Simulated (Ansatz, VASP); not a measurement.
Two plane-wave programs on NbTe

```xyz
2
Lattice="3.4257 0.0000 0.0000 0.0000 3.4257 0.0000 0.0000 0.0000 3.4257" Properties=species:S:1:pos:R:3 pbc="T T T"
Nb    1.7128    1.7128    1.7128
Te    0.0000    0.0000    0.0000
```

Alike in both runs: task single point; functional PBE; k mesh 8 × 8 × 8; occupations gaussian, width 0.024 eV; no spin polarisation.

```csv
,VASP,Ansatz
version,VASP 6.6.1,Ansatz 0.2.0
potentials or method,"VASP PAW PBE potentials, release 64 (Nb_sv, Te)",Ansatz PAW
plane-wave cutoff (eV),520,420
valence electrons in the cell,19,29
```

VASP gave:

| Quantity | Value |
| --- | --- |
| gap on the k mesh at the Fermi level (eV) | none |
| pressure (GPa) | -0.3 |

What did Ansatz give for the same quantities?

gap on the k mesh at the Fermi level (eV): none; pressure (GPa): -0.1.

A gap of «none» marks a metal or a gap that the smearing closes. VASP's potentials hold 19 valence electrons a cell and Ansatz's 29, so a difference there can come from the potentials and not from the codes.

Spin-orbit coupling is off throughout.
